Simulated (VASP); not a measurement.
Crystal: MgO (Periclase).

```xyz
2
Lattice="0.0000 2.1085 2.1085 2.1085 0.0000 2.1085 2.1085 2.1085 0.0000" Properties=species:S:1:pos:R:3 pbc="T T T"
Mg    0.0000    0.0000    0.0000
O     2.1085    2.1085    2.1085
```

| Property | Result |
| --- | --- |
| Program | VASP 6.6.1 |
| Task | relaxation of cell and atoms |
| Functional | LDA |
| Potentials or basis | VASP PAW LDA potentials, release 64 (Mg, O) |
| Cutoff | 600 eV |
| k mesh | 10 × 10 × 10 |
| Occupations | gaussian, width 0.02 eV |
| Spin | no spin polarisation |

At the start: pressure -8.5 GPa; volume 9.37 Å³/atom.

Question: Where does the relaxation end?

Answer: Over 3 steps the energy falls by 13.4 meV/atom and the volume is 8.89 Å³/atom (-5.2 %); space group Fm-3m (No. 225, to 0.05 Å).

The path:
```tsv
step	energy change (eV)	largest force (eV/Å)	pressure (GPa)	volume (Å³)
1	0.0000	0.0000	-8.46	18.75
2	-0.0228	0.0000	3.67	17.44
3	-0.0267	0.0000	0.02	17.78
```

Final structure:
```cif
data_structure
_symmetry_space_group_name_H-M 'P 1'
_symmetry_Int_Tables_number 1
_cell_length_a 2.9297
_cell_length_b 2.9297
_cell_length_c 2.9297
_cell_angle_alpha 60.000
_cell_angle_beta 60.000
_cell_angle_gamma 60.000
_cell_volume 17.78
loop_
_atom_site_label
_atom_site_type_symbol
_atom_site_fract_x
_atom_site_fract_y
_atom_site_fract_z
_atom_site_occupancy
Mg1 Mg 0.00000 0.00000 0.00000 1
O1 O 0.50000 0.50000 0.50000 1
```
